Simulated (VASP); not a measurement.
Crystal: Cu3N.

```
Cu N
1.0
     3.82884    0.00000    0.00000
     0.00000    3.82884    0.00000
     0.00000    0.00000    3.82884
Cu N
3 1
Direct
  0.50000 0.00000 0.00000
  0.00000 0.50000 0.00000
  0.00000 0.00000 0.50000
  0.00000 0.00000 0.00000
```

- Program: VASP 6.6.1
- Task: relaxation of cell and atoms
- Functional: r2SCAN
- Potentials or basis: VASP PAW PBE potentials, release 64 (Cu, N)
- Cutoff: 660 eV
- k mesh: 6 × 6 × 6
- Occupations: fermi-dirac, width 0.02 eV
- Spin: no spin polarisation

At the start: pressure -3.2 GPa; volume 14.03 Å³/atom.

**Question.** Where does the relaxation end?

**Answer.** Over 3 steps the energy falls by 3.6 meV/atom and the volume is 13.67 Å³/atom (-2.6 %); space group Pm-3m (No. 221, to 0.1 Å) before and after.

Step by step:
```
step  energy change (eV)  largest force (eV/Å)  pressure (GPa)  volume (Å³)
   1              0.0000                0.0000           -3.18        56.13
   2             -0.0099                0.0000            1.91        53.90
   3             -0.0146                0.0000           -0.03        54.69
```

Final structure:
```cif
data_structure
_symmetry_space_group_name_H-M 'P 1'
_symmetry_Int_Tables_number 1
_cell_length_a 3.7959
_cell_length_b 3.7959
_cell_length_c 3.7959
_cell_angle_alpha 90.000
_cell_angle_beta 90.000
_cell_angle_gamma 90.000
_cell_volume 54.69
loop_
_atom_site_label
_atom_site_type_symbol
_atom_site_fract_x
_atom_site_fract_y
_atom_site_fract_z
_atom_site_occupancy
Cu1 Cu 0.50000 0.00000 0.00000 1
Cu2 Cu 0.00000 0.50000 0.00000 1
Cu3 Cu 0.00000 0.00000 0.50000 1
N1 N 0.00000 0.00000 0.00000 1
```

Caveat: the PAW data sets were made with another functional, which shifts forces and pressure a little.
